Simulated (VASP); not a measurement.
# Ga (P-1) in VASP: further runs, part 2 of 2

VASP 6.6.1.

### 3 Single point, PBE (equal xy, yz and zx shear strains of +1 %)

Input file INCAR:

```
PREC = Accurate
ENCUT = 520
EDIFF = 1E-6
ISMEAR = -1
SIGMA = 0.05
LREAL = False
LASPH = True
NELM = 100
ALGO = Normal
ISIF = 2
LWAVE = False
LCHARG = True
GGA = PE
LELF = True
LVHAR = True
NBANDS = 34
```

Input file KPOINTS:

```
Automatic mesh
0
Gamma
  9 9 8
```

Input file POSCAR:

```
Ga
1.0
    2.2362380000     -3.8111232500     -0.0078352500
    2.2744620000      3.8336767500      0.0303887500
    0.0225835000      0.0225835000      4.5167000000
Ga
4
Direct
    0.1525000000      0.8475000000      0.0785000000
    0.6525000000      0.3475000000      0.4215000000
    0.8475000000      0.1525000000      0.9215000000
    0.3475000000      0.6525000000      0.5785000000
```

Potentials or basis: VASP PAW PBE potentials, release 64 (Ga_d).

On the command line:

```bash
cat potpaw_PBE.64/Ga_d/POTCAR > POTCAR
mpirun -np 1 vasp_std > vasp.out
```

OUTCAR:

```text
PREC = Accurate
   ENCUT = 520
   EDIFF = 1E-6
   ISMEAR = -1
   LREAL = False
   LASPH = True
   NELM = 100
   ISIF = 2
   GGA = PE

 ion  position               nearest neighbor table
   1  0.153  0.847  0.078-   3 2.43   4 2.69   4 2.72   2 2.72   2 2.75   3 2.78   3 2.82
   2  0.653  0.347  0.422-   4 2.44   3 2.69   3 2.72   1 2.72   1 2.75   4 2.78   4 2.80
   3  0.847  0.153  0.922-   1 2.43   2 2.69   2 2.72   4 2.72   4 2.75   1 2.78   1 2.82
   4  0.347  0.653  0.578-   2 2.44   1 2.69   1 2.72   3 2.72   3 2.75   2 2.78   2 2.80

  LATTYP: Found a triclinic cell.
 ALAT       =     4.4577099826
 B/A-ratio  =     0.9912634067
 C/A-ratio  =     1.0132585865
 COS(alpha) =     0.0035551301
 COS(beta)  =     0.0136679867
 COS(gamma) =     0.4835425605

  Lattice vectors:

 A1 = (   2.2744620000,   3.8336767500,   0.0303887500)
 A2 = (  -2.2362380000,   3.8111232500,   0.0078352500)
 A3 = (   0.0225835000,   0.0225835000,   4.5167000000)

Analysis of symmetry for initial positions (statically):
=====================================================================
 Subroutine PRICEL returns:
 Original cell was already a primitive cell.

 Routine SETGRP: Setting up the symmetry group for a
 triclinic supercell.

 Subroutine GETGRP returns: Found  2 space group operations
 (whereof  2 operations were pure point group operations)
 out of a pool of  2 trial point group operations.

The static configuration has the point symmetry S_2 .

Analysis of symmetry for dynamics (positions and initial velocities):
=====================================================================
 Subroutine PRICEL returns:
 Original cell was already a primitive cell.

 Routine SETGRP: Setting up the symmetry group for a
 triclinic supercell.

 Subroutine GETGRP returns: Found  2 space group operations
 (whereof  2 operations were pure point group operations)
[... 122 lines left out ...]
   EFERMI_NEDOS =   21; number of points for ismear=-14 and -15
   IALGO  =     38    algorithm
   IMIX   =      4    mixing-type and parameters
     AMIX     =   0.40;   BMIX     =  1.00
     AMIX_MAG =   1.60;   BMIX_MAG =  1.00
  volume/ion in A,a.u.               =      19.47       131.37
  Fermi-wavevector in a.u.,A,eV,Ry     =   1.430934  2.704074 27.858917  2.047573
  Thomas-Fermi vector in A             =   2.550726
   LORBIT       =      0    0 simple, 1 ext, 2 COOP (PROOUT), +10 PAW based schemes
   GGA     = PE    functional components
   LHFCALC =     F    Hartree Fock is set to
   AEXX    =    0.0000 exact exchange contribution
   IVDW    =     0    specifies the selected vdW correction
   LEPSILON=     F    determine dielectric tensor
   LRPA    =     F    only Hartree local field effects (RPA)
 non-spin polarized calculation
  energy-cutoff  :      520.00
  volume of cell :       77.87
 maximum number of plane-waves:      2114
 NGX is ok and might be reduce to    36
   NGX = 17   NGY = 17   NGZ = 17

 number of electron      52.0000009 magnetization

 Free energy of the ion-electron system (eV)
  ---------------------------------------------------
  ext. energy  EPLUGINS =         0.00000000
  ---------------------------------------------------
  free energy    TOTEN  =       -11.57091027 eV

  energy without entropy =      -11.56265709  energy(sigma->0) =      -11.56678368

 E-fermi :   5.0955     XC(G=0): -10.6839

 val. band max:        5.0915816699   @ k =  -0.2222   0.4444   0.0000
 cond. band min:       5.1015611540   @ k =   0.0000  -0.1111   0.1250
 fundamental gap:      0.0099794841
 Fermi energy:         5.0955478041

 k-point     1 :       0.0000    0.0000    0.0000
  band No.  band energies     occupation
      1     -10.0717      2.00000
      2     -10.0640      2.00000
      3     -10.0631      2.00000
      4     -10.0369      2.00000
      5      -9.9847      2.00000
      6      -9.9536      2.00000
[... 877 lines left out ...]
     33      10.9775      0.00000
     34      12.2746      0.00000

 [... further k-points ...]

------------------------ aborting loop because EDIFF is reached ----------------------------------------

  FORCE on cell =-STRESS in cart. coord.  units (eV):
  Direction    XX          YY          ZZ          XY          YZ          ZX
  --------------------------------------------------------------------------------------
  -------------------------------------------------------------------------------------
  Total        0.7706123      1.9386600      0.7221759     -0.1406686     -0.2582965     -0.1582429
  in kB       15.8554163     39.8881031     14.8588338     -2.8942692     -5.3144733     -3.2558612
  external PRESSURE =      23.5341177 kB  Pullay stress =       0.0000000 kB

 VOLUME and BASIS-vectors are now :
 -----------------------------------------------------------------------------
  energy-cutoff  :      520.00
  volume of cell :       77.87
      direct lattice vectors                 reciprocal lattice vectors
     2.236238000 -3.811123250 -0.007835250     0.222356929 -0.131917393 -0.000452198
     2.274462000  3.833676750  0.030388750     0.221055293  0.129711362 -0.001753833
     0.022583500  0.022583500  4.516700000    -0.001101550 -0.001101550  0.221411596

 POSITION                                       TOTAL-FORCE (eV/Angst)
 -----------------------------------------------------------------------------------
      2.27041      2.66962      0.37912         0.013839     -0.448175      0.100974
      2.25904     -1.14504      1.90924        -0.010897     -0.388188     -0.130662
      2.26288     -2.62448      4.16013        -0.013839      0.448175     -0.100974
      2.27424      1.19017      2.63002         0.010897      0.388188      0.130662
 -----------------------------------------------------------------------------------
    total drift:                                0.000000      0.000000     -0.000000

  FREE ENERGIE OF THE ION-ELECTRON SYSTEM (eV)
  ---------------------------------------------------
  free  energy   TOTEN  =       -11.5709102666 eV

  energy  without entropy=      -11.5626570937  energy(sigma->0) =      -11.56678368
```

OSZICAR:

```text
N       E                     dE             d eps       ncg     rms          rms(c)
DAV:   1     0.358434184787E+03    0.35843E+03   -0.25403E+04 22622   0.290E+03
DAV:   2     0.322897135773E+02   -0.32614E+03   -0.31811E+03 22772   0.536E+02
DAV:   3    -0.102870429902E+02   -0.42577E+02   -0.42103E+02 25020   0.151E+02
DAV:   4    -0.116387930924E+02   -0.13518E+01   -0.13428E+01 25758   0.300E+01
DAV:   5    -0.116670180781E+02   -0.28225E-01   -0.28216E-01 28024   0.449E+00    0.255E+00
DAV:   6    -0.115878192264E+02    0.79199E-01   -0.19786E-01 28216   0.605E+00    0.140E+00
DAV:   7    -0.115718010072E+02    0.16018E-01   -0.58790E-02 32638   0.267E+00    0.308E-01
DAV:   8    -0.115707111776E+02    0.10898E-02   -0.14118E-02 23708   0.135E+00    0.482E-02
DAV:   9    -0.115708735197E+02   -0.16234E-03   -0.12348E-03 24244   0.888E-01    0.263E-02
DAV:  10    -0.115708993769E+02   -0.25857E-04   -0.26729E-04 26152   0.446E-01    0.126E-02
DAV:  11    -0.115709099237E+02   -0.10547E-04   -0.11114E-04 33026   0.869E-02    0.534E-03
DAV:  12    -0.115709102666E+02   -0.34292E-06   -0.37269E-06 18698   0.495E-02
   1 F= -.11570910E+02 E0= -.11566784E+02  d E =-.825317E-02
```

Wall time 16 min (1 thread of Oxide Virtual Turin-like, shared host); peak memory 0.62 GiB.

What came out:

```
Free energy            : -11.5709 eV
Pressure               : 2.4 GPa
Largest force          : 0.460 eV/Å
Band gap on the k mesh : zero (bands 26 and 27 overlap by 1.29 eV)
```

Forces on the atoms (eV/Å):
```
Ga   0.014 -0.448  0.101
Ga  -0.011 -0.388 -0.131
Ga  -0.014  0.448 -0.101
Ga   0.011  0.388  0.131
```

Levels at points of the mesh, in eV from the Fermi level:
```tsv
k point	band 22	band 23	band 24	band 25	band 26	band 27	band 28	band 29	band 30	band 31
(0.00, 0.00, 0.00)	-4.34	-3.67	-1.68	-1.58	-0.88	0.92	0.96	0.97	5.07	5.51
(0.00, 0.00, 0.50)	-9.20	-0.19	-0.16	-0.06	-0.05	0.16	0.17	2.12	2.19	3.73
```

Caveat: the cell differs from its parent crystal (equal xy, yz and zx shear strains of +1 %).
